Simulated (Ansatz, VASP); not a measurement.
**CaSe: VASP beside Ansatz**

```
CELL_PARAMETERS angstrom
-0.03858 2.96754 2.96754
2.96754 -0.03858 2.96754
2.92896 2.92896 0.00000
ATOMIC_POSITIONS crystal
Ca 0.00000 0.00000 0.00000
Se 0.50000 0.50000 0.50000
```

Change from the starting cell: shear_xy strain -2.6%.

Alike in both runs: task single point; functional PBE; k mesh 8 × 8 × 8; occupations fermi-dirac, width 0.02 eV; no spin polarisation.

```csv
,VASP,Ansatz
version,VASP 6.6.1,Ansatz 0.2.0
potentials or method,"VASP PAW PBE potentials, release 64 (Ca_sv, Se)","plane waves, PAW"
plane-wave cutoff (eV),520,420
valence electrons in the cell,16,26
```

|  | VASP | Ansatz | Ansatz less VASP |
| --- | --- | --- | --- |
| gap on the k mesh at the Fermi level (eV) | 1.97 | 1.98 | +0.009 |
| pressure (GPa) | 0.7 | 0.6 | -0.17 |
| traceless stress, the component that is largest in VASP (GPa) | 0.70 | 0.70 | +0.004 |

With one functional, cell and mesh, what is left measures potentials, basis and numerics. VASP's potentials hold 16 valence electrons a cell and Ansatz's 26, so a difference there can come from the potentials and not from the codes.
